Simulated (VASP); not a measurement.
Ru:

```
Ru
1.0
     2.70580    0.00000    0.00000
    -1.35290    2.34329    0.00000
     0.00000    0.00000    4.28190
Ru
2
Direct
  0.33333 0.66667 0.25000
  0.66667 0.33333 0.75000
```

```yaml
Program: VASP 6.6.1
Task: relaxation of cell and atoms
Functional: PBE
Potentials_or_basis: VASP PAW PBE potentials, release 64 (Ru_pv)
Cutoff: 600 eV
k_mesh: 18 × 18 × 10
Occupations: gaussian, width 0.1 eV
Spin: no spin polarisation
```

At the start: pressure 4.3 GPa; volume 13.57 Å³/atom.

Task: How do energy, volume and symmetry change on relaxing?

Result: Over 11 steps the energy falls by 2.5 meV/atom and the volume is 13.76 Å³/atom (+1.4 %); space group P6_3/mmc (No. 194, to 0.1 Å) before and after.

The path:
```
step  energy change (eV)  largest force (eV/Å)  pressure (GPa)  volume (Å³)
   1              0.0000                0.0000            4.35        27.15
   2              0.0353                0.0000          -11.14        28.62
   3             -0.0049                0.0000           -0.03        27.52
   4             -0.0049                0.0000            0.04        27.51
   5             -0.0049                0.0000            0.05        27.51
   6             -0.0050                0.0000            0.03        27.51
   7             -0.0050                0.0000            0.04        27.51
   8             -0.0049                0.0000            0.03        27.51
   9             -0.0049                0.0000            0.05        27.51
  10             -0.0050                0.0000            0.05        27.51
  11             -0.0049                0.0000            0.01        27.53
```

Final structure:
```
CELL_PARAMETERS angstrom
2.71985 0.00000 0.00000
-1.35992 2.35546 0.00000
0.00000 0.00000 4.29650
ATOMIC_POSITIONS crystal
Ru 0.33333 0.66667 0.25000
Ru 0.66667 0.33333 0.75000
```
